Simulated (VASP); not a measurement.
Here is a VASP 6.6.1 calculation.

File INCAR:

```
SYSTEM = GaAs
PREC = Accurate
ENCUT = 520
EDIFF = 1E-6
ISMEAR = 0
SIGMA = 0.02
LREAL = .FALSE.
LASPH = .TRUE.
NELM = 60
ALGO = Normal
ISIF = 2
LWAVE = .FALSE.
LCHARG = .FALSE.
GGA = PE
NBANDS = 16
```

Contents of KPOINTS:

```
regular mesh
0
G
  12 12 12
  0 0 0
```

POSCAR

```
GaAs
1.0
    0.0000000000      2.8436732025      2.8436732025
    2.8436732025      0.0000000000      2.8436732025
    2.8436732025      2.8436732025      0.0000000000
Ga As
1 1
Direct
    0.0000000000      0.0000000000      0.0000000000
    0.2500000000      0.2500000000      0.2500000000
```

Potentials or basis: VASP PAW PBE potentials, release 64 (Ga_d, As).

The run is started by

```bash
$ cat potpaw_PBE.64/Ga_d/POTCAR potpaw_PBE.64/As/POTCAR > POTCAR
$ mpirun -np 1 vasp_std > vasp.out
```

Question: Predict the band gap on the k mesh.

Answer: 0.39 eV, direct.

Question: What does it give for the pressure?

Answer: 2.2 GPa.
